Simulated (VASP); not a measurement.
Wanted: the native input for a VASP 6.6.1 run.

| Item | Value |
| --- | --- |
| Task | single point |
| Functional | PBE |
| Potentials or basis | VASP PAW PBE potentials, release 64 (B, N) |
| Cutoff | 520 eV |
| k mesh | 12 × 12 × 6 |
| Occupations | gaussian, width 0.05 eV |
| Spin | no spin polarisation |
| Dipole correction | no |
| Further INCAR settings | ALGO = Normal; EDIFF = 1e-06; NBANDS = 16 |

The structure of BN lies in POSCAR:

```
BN
1.0
    2.5545800962      0.0000000000      0.0478983768
   -1.2772900481      2.2123312593     -0.0239491884
    0.0792096476      0.0000000000      4.2245145363
B N
2 2
Direct
    0.6666666667      0.3333333333      0.9998058548
    0.3333333333      0.6666666667      0.4998058548
    0.6666666667      0.3333333333      0.6251941452
    0.3333333333      0.6666666667      0.1251941452
```

This cell differs from its parent crystal: strain +0.0375 x Voigt [0, 0, 0, 0, 1, 0].

These files were run (other wordings do the same):

INCAR

```
SYSTEM = BN
PREC = Accurate
ENCUT = 520
EDIFF = 1E-6
ISMEAR = 0
SIGMA = 0.05
LREAL = .FALSE.
LASPH = .TRUE.
NELM = 100
ALGO = Normal
ISIF = 2
LWAVE = .FALSE.
LCHARG = .FALSE.
GGA = PE
NBANDS = 16
```

KPOINTS

```
regular mesh
0
G
  12 12 6
  0 0 0
```

Potentials or basis: VASP PAW PBE potentials, release 64 (B, N).

Command:

```bash
$ cat potpaw_PBE.64/B/POTCAR potpaw_PBE.64/N/POTCAR > POTCAR
$ mpirun -np 1 vasp_std > vasp.out
```

Results of the run:

| Quantity | Value |
| --- | --- |
| Pressure | 0.5 GPa |
| Largest force | 0.095 eV/Å |
| Band gap on the k mesh | 5.16 eV, indirect (least direct gap 8.16 eV) |

Caveat: the cell differs from its parent crystal (strain +0.0375 x Voigt [0, 0, 0, 0, 1, 0]).

Run time: 63 s on 1 thread of Intel(R) Xeon(R) Platinum 8375C CPU @ 2.90GHz (Ice Lake) (shared host), peak memory 0.18 GiB.
